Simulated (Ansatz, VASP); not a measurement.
## One calculation of AlN, two programs

The input INCAR:

```
PREC     = Accurate       # precision mode
ENCUT    = 520            # plane-wave cutoff, eV
EDIFF    = 1E-6           # SCF threshold, eV
ISMEAR   = -1             # smearing method
SIGMA    = 0.02           # smearing width, eV
LREAL    = F              # projectors in reciprocal space
LASPH    = T              # aspherical terms in the spheres
NELM     = 100            # most SCF steps
ALGO     = Normal         # electronic algorithm
ISIF     = 2              # what is computed and relaxed
LWAVE    = F              # write WAVECAR
LCHARG   = F              # write CHGCAR
GGA      = PE             # functional
NBANDS   = 11             # bands
```

The input KPOINTS:

```
regular mesh
0
Gamma
  10 10 10
```

POSCAR

```
AlN
1.0
    0.0000000000      2.2757672799      2.0787988040
    2.2757672799      0.0000000000      2.0787988040
    2.2757672799      2.2757672799      0.0000000000
Al N
1 1
Direct
    0.0000000000      0.0000000000      0.0000000000
    0.2500000000      0.2500000000      0.2500000000
```

Input for Ansatz:

```yaml
crystal:
  lattice:
    - [0.0, 2.2757672799, 2.078798804]
    - [2.2757672799, 0.0, 2.078798804]
    - [2.2757672799, 2.2757672799, 0.0]
  atoms:
    - { symbol: Al, position: [0.0, 0.0, 0.0] }
    - { symbol: "N", position: [0.25, 0.25, 0.25] }
kpoints:
  mp_grid: { grid: [10, 10, 10] }
  band_path:
    path:
      - [0.0, 0.0, 0.0]
      - [-0.5, -0.5, 0.0]
      - [-0.375, -0.375, 0.25]
      - [-0.375, 0.0, 0.375]
      - [0.0, 0.0, 0.5]
      - [-0.5, -0.25, 0.25]
    npoints: 1
hamiltonian:
  xc: pbe
scf:
  occupations: { method: fermi_dirac, width: 0.02 }
  n_extra_bands: 4
output:
  forces: true
  stress: true
  eigenvalues: true
```

Change from the starting cell: epitaxial_xy strain +4.2%.

Alike in both runs: task single point; functional PBE; k mesh 10 × 10 × 10; occupations fermi-dirac, width 0.02 eV; no spin polarisation.

```csv
,VASP,Ansatz
version,VASP 6.6.1,Ansatz 0.2.0
potentials or method,"VASP PAW PBE potentials, release 64 (Al, N)","plane waves, PAW"
plane-wave cutoff (eV),520,420
valence electrons in the cell,8,8
```

VASP gave:

```
gap on the k mesh at the Fermi level (eV)                     : 2.89
pressure (GPa)                                                : -2.6
traceless stress, the component that is largest in VASP (GPa) : 6.13
```

Task: Which values does Ansatz return?

Result: gap on the k mesh at the Fermi level (eV): 2.90; pressure (GPa): -2.3; traceless stress, the component that is largest in VASP (GPa): 6.08.
